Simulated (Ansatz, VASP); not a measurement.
Two plane-wave programs on C

```xyz
4
Lattice="2.4553 0.0000 0.0000 -1.2277 2.1264 0.0000 0.0000 0.0000 6.6782" Properties=species:S:1:pos:R:3 pbc="T T T"
C     0.0000    0.0000    5.0086
C     0.0000    0.0000    1.6695
C     0.0000    1.4176    5.0086
C     1.2277    0.7088    1.6695
```

Alike in both runs: functional r2SCAN; dispersion rVV10; k mesh 21 × 21 × 6; occupations gaussian, width 0.1 eV; no spin polarisation.

Ansatz relaxed the structure, and its values are those at the end. VASP's run is a single point on that final structure, the one shown.

|  | VASP | Ansatz |
| --- | --- | --- |
| version | VASP 6.6.1 | Ansatz 0.2.0 |
| potentials or method | VASP PAW PBE potentials, release 64 (C), cutoff 520 eV | scalar-relativistic, plane waves, PAW |
| valence electrons in the cell | 16 | 16 |

|  | VASP | Ansatz | Ansatz less VASP |
| --- | --- | --- | --- |
| gap on the k mesh at the Fermi level (eV) | none | none | - |
| pressure (GPa) | 0.7 | 0.0 | -0.68 |

VASP's potentials were made for PBE, not for r2SCAN. A gap of «none» marks a metal or a gap that the smearing closes.
